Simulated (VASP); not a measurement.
**Fe: single point with PBEsol**

The system is Fe.

```
Fe
1.0
     2.25203    0.00000    0.00000
    -1.12601    1.95031    0.00000
     0.00000    0.00000    3.57729
Fe
2
Direct
  0.33333 0.66667 0.25000
  0.66667 0.33333 0.75000
```

This cell differs from its parent crystal: volume scaled by 0.8.

```yaml
Program: VASP 6.6.1
Task: single point
Functional: PBEsol
Potentials_or_basis: VASP PAW PBE potentials, release 64 (Fe)
Cutoff: 600 eV
k_mesh: 19 × 19 × 11
Occupations: fermi-dirac, width 0.08 eV
Spin: collinear spin, ferromagnetic start
Starting_moments: "[2.5, 2.5] μB"
```

```
Pressure               : 118.7 GPa
Band gap on the k mesh : zero (filled and empty bands overlap)
Net moment             : 0.00 μB per cell
```

Stress tensor (GPa, compression positive):
```
118.86   0.00   0.00
  0.00 118.86   0.00
  0.00   0.00 118.50
```

Levels at points of the mesh, in eV from the Fermi level:
Spin up:
```
           k point  band 5  band 6  band 7  band 8  band 9  band 10  band 11  band 12
(0.00, 0.00, 0.00)   -2.29   -1.76   -1.76   -1.21   -1.21     0.69     1.04     1.04
```
Spin down:
```csv
k point,band 5,band 6,band 7,band 8,band 9,band 10,band 11,band 12
"(0.00, 0.00, 0.00)",-2.29,-1.76,-1.76,-1.21,-1.21,0.69,1.04,1.04
```

It took 62 s on 1 thread of Intel(R) Xeon(R) 6975P-C (Granite Rapids) (shared host), peak memory 0.23 GiB.

Caveat: the starting moments collapsed, and a magnetic state may lie lower; the PAW data sets were made with another functional, which shifts forces and pressure a little.
